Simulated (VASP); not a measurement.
Wanted: the native input for a VASP 6.6.1 run.

| Quantity | Value |
| --- | --- |
| Task | single point |
| Functional | LDA |
| Potentials or basis | VASP PAW LDA potentials, release 64 (V_sv, H) |
| Cutoff | 500 eV |
| k mesh | 14 × 14 × 14 |
| Occupations | gaussian, width 0.1 eV |
| Spin | collinear spin, ferromagnetic start |
| Starting moments | [0.78, 0.06] μB |
| Fixed moment | 1.1 μB |
| Dipole correction | no |
| Further INCAR settings | ALGO = Normal; EDIFF = 1e-06; NBANDS = 18 |

The structure of VH lies in POSCAR:

```
VH
1.0
    0.0000000000      1.9637535000      1.9637535000
    1.9637535000      0.0000000000      1.9637535000
    1.9637535000      1.9637535000      0.0000000000
V H
1 1
Direct
    0.0000000000      0.0000000000      0.0000000000
    0.5000000000      0.5000000000      0.5000000000
```

One way to write it, as run:

INCAR

```
PREC = Accurate ; ENCUT = 500
EDIFF = 1E-6 ; ISMEAR = 0
SIGMA = 0.1 ; LREAL = F
LASPH = T ; NELM = 200
ALGO = Normal ; ISIF = 2
LWAVE = F ; LCHARG = T
ISPIN = 2 ; MAGMOM = 0.78 0.06
LORBIT = 11 ; NUPDOWN = 1.1
LMAXMIX = 4 ; LELF = T
LVHAR = T ; NBANDS = 18
GGA_COMPAT = F
```

KPOINTS

```
Automatic mesh
0
Gamma
  14 14 14
```

Potentials or basis: VASP PAW LDA potentials, release 64 (V_sv, H).

The run is started by

```console
$ cat potpaw_LDA.64/V_sv/POTCAR potpaw_LDA.64/H/POTCAR > POTCAR
$ mpirun -np 1 vasp_std > vasp.out
```

Results of the run:

* Pressure: -5.0 GPa
* Net moment: 1.10 μB per cell
* Site moments: V +0.95; H +0.00 μB
* Valence electrons inside the program's atomic spheres: V 11.69; H 0.56

Caveat: the cell stands under tension; the total moment is fixed, so each spin has its own Fermi level and the state may be an excited one.

Run time: 30 s on 1 thread of AMD EPYC 9R14 (Zen 4), on a shared host, peak memory 0.12 GiB.
